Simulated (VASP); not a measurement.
Crystal: Au.

```
Au
1.0
     4.76926    0.00000    0.00000
    -2.38463    4.13030    0.00000
     0.00000    0.00000    2.73636
Au
3
Direct
  0.00000 0.00000 0.00000
  0.33333 0.66667 0.50000
  0.66667 0.33333 0.50000
```

This isn't the form of Au at room conditions, which is fcc.

```yaml
Program: VASP 6.6.1
Task: relaxation of cell and atoms
Functional: r2SCAN
Potentials_or_basis: VASP PAW PBE potentials, release 64 (Au)
Cutoff: 600 eV
k_mesh: 12 × 12 × 16
Occupations: gaussian, width 0.1 eV
Spin: no spin polarisation
```

At the start: pressure 0.3 GPa; volume 17.97 Å³/atom.

Question: How do energy, volume and symmetry change on relaxing?

Answer: Over 5 steps the energy falls by 6.8 meV/atom and the volume is 17.95 Å³/atom (-0.1 %); space group P6/mmm (No. 191, to 0.1 Å) before and after.

The path:
| step | energy change (eV) | largest force (eV/Å) | pressure (GPa) | volume (Å³) |
| --- | --- | --- | --- | --- |
| 1 | 0.0000 | 0.0000 | 0.27 | 53.90 |
| 2 | -0.0195 | 0.0000 | -0.70 | 54.12 |
| 3 | -0.0199 | 0.0000 | -0.61 | 54.09 |
| 4 | -0.0197 | 0.0000 | 0.77 | 53.58 |
| 5 | -0.0203 | 0.0000 | 0.01 | 53.85 |

Final structure:
```
CELL_PARAMETERS angstrom
4.72012 0.00000 0.00000
-2.36006 4.08774 0.00000
0.00000 0.00000 2.79118
ATOMIC_POSITIONS crystal
Au 0.00000 0.00000 0.00000
Au 0.33333 0.66667 0.50000
Au 0.66667 0.33333 0.50000
```

Caveat: the PAW data sets were made with another functional, which shifts forces and pressure a little.
